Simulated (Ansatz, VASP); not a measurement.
**Two plane-wave programs on Pd**

The input POSCAR:

```
Pd
1.0
   -1.6031178681      1.6031178681      1.6031178681
    1.6031178681     -1.6031178681      1.6031178681
    1.6031178681      1.6031178681     -1.6031178681
Pd
1
Direct
    0.0000000000      0.0000000000      0.0000000000
```

Contents of INCAR.step1:

```
ALGO = Normal
EDIFF = 1E-5
ENCUT = 520
GGA = PE
ISIF = 2
ISMEAR = -1
LASPH = T
LCHARG = F
LREAL = F
LWAVE = T
NBANDS = 11
NELM = 100
PREC = Accurate
SIGMA = 0.05
```

Contents of INCAR.step2:

```
AEXX = 0.25
ALGO = Normal
EDIFF = 1E-6
ENCUT = 520
GGA = PE
ISIF = 2
ISMEAR = -1
ISTART = 1
LASPH = T
LCHARG = F
LHFCALC = T
LREAL = F
LWAVE = F
NBANDS = 11
NELM = 100
PREC = Accurate
PRECFOCK = Normal
SIGMA = 0.05
```

The input KPOINTS:

```
k-points
0
Gamma
  6 6 6
```

The input input.yaml:

```yaml
crystal:
  lattice:
    - [-1.6031178681, 1.6031178681, 1.6031178681]
    - [1.6031178681, -1.6031178681, 1.6031178681]
    - [1.6031178681, 1.6031178681, -1.6031178681]
  atoms:
    - { symbol: Pd, position: [0.0, 0.0, 0.0] }
hamiltonian:
  xc: pbe0
  pseudopotentials: { kind: paw }
kpoints:
  mp_grid: { grid: [6, 6, 6] }
scf:
  occupations: { method: fermi_dirac, width: 0.05 }
output:
  forces: true
  stress: true
  eigenvalues: true
```

Alike in both runs: task single point; functional PBE0; k mesh 6 × 6 × 6; occupations fermi-dirac, width 0.05 eV; no spin polarisation.

|  | VASP | Ansatz |
| --- | --- | --- |
| version | VASP 6.6.1 | Ansatz 0.2.0 |
| potentials or method | VASP PAW PBE potentials, release 64 (Pd) | Ansatz PAW |
| plane-wave cutoff (eV) | 520 | 420 |
| valence electrons in the cell | 10 | 18 |

|  | VASP | Ansatz | Ansatz less VASP |
| --- | --- | --- | --- |
| gap on the k mesh at the Fermi level (eV) | none | none | - |
| pressure (GPa) | -13.8 | -13.9 | -0.13 |

A gap of «none» marks a metal or a gap that the smearing closes. VASP's potentials hold 10 valence electrons a cell and Ansatz's 18, so a difference there can come from the potentials and not from the codes.

The k mesh is coarse, so the values compare programs but aren't converged.
